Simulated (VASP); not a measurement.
# C2N: relaxation of cell and atoms with PBE

C2N:

```xyz
6
Lattice="4.1072 0.0000 0.0000 -2.0536 3.5569 0.0000 0.0000 0.0000 5.0982" Properties=species:S:1:pos:R:3 pbc="T T T"
C     2.0536    1.1856    1.2746
C     0.0000    2.3713    3.8237
C     0.0000    0.0000    0.0000
C     0.0000    0.0000    2.5491
N     2.0536    1.1856    3.8237
N     0.0000    2.3713    1.2746
```

The cell was generated, and may not be a known phase.

```json
{
 "Program": "VASP 6.6.1",
 "Task": "relaxation of cell and atoms",
 "Functional": "PBE",
 "Potentials or basis": "VASP PAW PBE potentials, release 64 (C, N)",
 "Cutoff": "600 eV",
 "k mesh": "6 × 6 × 4",
 "Occupations": "gaussian, width 0.1 eV",
 "Spin": "no spin polarisation",
 "Dipole correction": "no",
 "Further INCAR settings": "ALGO = Normal; EDIFF = 1e-07; IBRION = 2; EDIFFG = -0.04; NSW = 90; ISIF = 3"
}
```

The relaxed volume is 10.21 Å³/atom, the relaxed cell is a = 5.329 Å, b = 5.329 Å, c = 2.491 Å, α = 90.00°, β = 90.00°, γ = 120.00° and the space group after relaxing (to 0.1 Å) is P6_3/mmc (No. 194). The pressure after relaxing is 0.4 GPa and the band gap on the k mesh is zero (bands 13 and 14 overlap by 5.89 eV).

Stress tensor (GPa, compression positive):
```
0.53 0.00 0.00
0.00 0.53 0.00
0.00 0.00 0.29
```

Final structure:
```xyz
6
Lattice="5.3290 0.0000 0.0000 -2.6645 4.6150 0.0000 0.0000 0.0000 2.4911" Properties=species:S:1:pos:R:3 pbc="T T T"
C     2.6645    1.5383    0.6228
C     0.0000    3.0767    1.8683
C     0.0000    0.0000    0.0000
C     0.0000    0.0000    1.2456
N     2.6645    1.5383    1.8683
N     0.0000    3.0767    0.6228
```

Levels at points of the mesh, in eV from the Fermi level:
| k point | band 9 | band 10 | band 11 | band 12 | band 13 | band 14 | band 15 | band 16 |
| --- | --- | --- | --- | --- | --- | --- | --- | --- |
| (0.00, 0.00, 0.00) | -8.35 | -8.35 | -5.63 | -5.63 | 2.99 | 4.01 | 6.66 | 7.57 |
| (0.50, 0.00, 0.00) | -8.34 | -7.80 | -5.94 | -5.65 | 3.83 | 3.91 | 7.03 | 7.31 |
| (0.00, 0.00, 0.50) | -4.36 | -4.36 | -2.04 | -2.04 | -2.04 | -2.04 | 0.07 | 0.07 |
| (0.50, 0.00, 0.50) | -4.25 | -4.25 | -1.91 | -1.91 | -1.81 | -1.81 | -0.28 | -0.28 |

Run time: 8.6 min on 1 thread of AMD EPYC 9R45 96-Core Processor (Zen 5) (shared host), peak memory 0.2 GiB.

Caveat: the volume moved by over 15 % at a fixed basis, so the end points are rough; the highest band is partly filled, so the run has too few bands.
